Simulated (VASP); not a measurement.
# PbI2: single point with PBEsol

Crystal: PbI2.

```
CELL_PARAMETERS angstrom
4.55500 0.00000 0.00000
-2.27750 3.94475 0.00000
0.00000 0.00000 6.76769
ATOMIC_POSITIONS crystal
Pb 0.00000 0.00000 0.00000
I 0.33333 0.66667 0.26500
I 0.66667 0.33333 0.73500
```

This cell differs from its parent crystal: strain -0.0300 x Voigt [0, 0, 1, 0, 0, 0].

| Quantity | Value |
| --- | --- |
| Program | VASP 6.6.1 |
| Task | single point |
| Functional | PBEsol |
| Potentials or basis | VASP PAW PBE potentials, release 64 (Pb_d, I) |
| Cutoff | 500 eV |
| k mesh | 9 × 9 × 4 |
| Occupations | gaussian, width 0.05 eV |
| Spin | no spin polarisation |
| Dipole correction | no |
| Further INCAR settings | ALGO = Normal; EDIFF = 1e-06; NBANDS = 21 |

- Pressure: 0.9 GPa
- Largest force: 0.189 eV/Å
- Band gap on the k mesh: 2.03 eV, indirect (least direct gap 2.05 eV)

Forces in eV/Å, atoms in the order of the input:
```
Pb   0.000  0.000  0.000
I    0.000  0.000  0.189
I    0.000  0.000 -0.189
```

Stress tensor (GPa, compression positive):
```
0.78 0.00 0.00
0.00 0.78 0.00
0.00 0.00 1.26
```

Levels at points of the mesh, in eV from the valence-band top:
```
           k point  band 11  band 12  band 13  band 14  band 15  band 16  band 17  band 18
(0.00, 0.00, 0.00)    -1.14    -1.06    -1.06    -0.63     2.27     3.29     3.29     6.29
(0.00, 0.00, 0.50)    -1.30    -0.84    -0.84    -0.02     2.03     3.05     3.05     6.29
```

It took 76 s on 1 thread of Intel(R) Xeon(R) Platinum 8259CL CPU @ 2.50GHz (Skylake/Cascade Lake), with other jobs on the host, peak memory 0.29 GiB.

Caveat: the cell differs from its parent crystal (strain -0.0300 x Voigt [0, 0, 1, 0, 0, 0]); the PAW data sets were made with another functional, which shifts forces and pressure a little; spin-orbit coupling is left out, which moves the levels of the heavy elements; this functional lacks dispersion, which binds the layers, so the pressure and a relaxed spacing across them are unreliable. A k mesh can miss the band edges.
